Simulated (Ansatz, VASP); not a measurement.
## Two plane-wave programs on Zr

INCAR

```
SYSTEM = Zr
PREC = Accurate
ENCUT = 500
EDIFF = 1E-6
ISMEAR = 0
SIGMA = 0.05
LREAL = .False.
LASPH = .True.
NELM = 120
ALGO = Normal
ISIF = 2
LWAVE = .False.
LCHARG = .False.
GGA = PE
NBANDS = 12
GGA_COMPAT = .False.
```

Contents of KPOINTS:

```
regular mesh
0
Gamma
  8 8 8
  0 0 0
```

POSCAR

```
Zr
1.0
    0.0000000000      2.2617941059      2.2617941059
    2.2617941059      0.0000000000      2.2617941059
    2.2617941059      2.2617941059      0.0000000000
Zr
1
Direct
    0.0000000000      0.0000000000      0.0000000000
```

Input for Ansatz:

```yaml
crystal:
  lattice:
    - [0.0, 2.2617941059, 2.2617941059]
    - [2.2617941059, 0.0, 2.2617941059]
    - [2.2617941059, 2.2617941059, 0.0]
  atoms:
    - { symbol: Zr, position: [0.0, 0.0, 0.0] }
basis:
  ecutwfc: 420
  ecutrho_ratio: 4
kpoints:
  mp_grid: { grid: [8, 8, 8] }
hamiltonian:
  xc: pbe
scf:
  occupations: { method: gaussian, width: 0.05 }
output:
  forces: true
  stress: true
  eigenvalues: true
```

Alike in both runs: task single point; functional PBE; k mesh 8 × 8 × 8; occupations gaussian, width 0.05 eV; no spin polarisation.

|  | VASP | Ansatz |
| --- | --- | --- |
| version | VASP 6.6.1 | Ansatz 0.2.0 |
| potentials or method | VASP PAW PBE potentials, release 64 (Zr_sv), cutoff 500 eV | scalar-relativistic, plane waves, PAW |
| valence electrons in the cell | 12 | 12 |

|  | VASP | Ansatz | Ansatz less VASP |
| --- | --- | --- | --- |
| gap on the k mesh at the Fermi level (eV) | none | none | - |
| pressure (GPa) | -0.2 | -0.3 | -0.04 |

A gap of «none» marks a metal or a gap that the smearing closes. The functional is the same, so the differences come from potentials, cutoffs and numerics.
